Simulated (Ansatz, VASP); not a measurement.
# Zn2C in VASP and in Ansatz

```
C Zn
1.0
     0.00000    2.55234    2.60443
     2.55234    0.00000    2.60443
     2.55234    2.55234    0.00000
C Zn
1 2
Direct
  0.00000 0.00000 0.00000
  0.25000 0.25000 0.25000
  0.75000 0.75000 0.75000
```

Change from the starting cell: x and y stretched by -2 %, z held.

Alike in both runs: task single point; functional PBE; k mesh 11 × 11 × 11; occupations fermi-dirac, width 0.08 eV; no spin polarisation.

|  | VASP | Ansatz |
| --- | --- | --- |
| version | VASP 6.6.1 | Ansatz 0.2.0 |
| potentials or method | VASP PAW PBE potentials, release 64 (C, Zn), cutoff 520 eV | all-electron LAPW, scalar-relativistic |

VASP gave:

- pressure (GPa): 6.5
- traceless stress, the component that is largest in VASP (GPa): -3.37

Task: Estimate Ansatz's values.

Result: Pressure (GPa): 5.8; traceless stress, the component that is largest in VASP (GPa): -3.34.

Ansatz ran all-electron here, and VASP with PAW potentials.
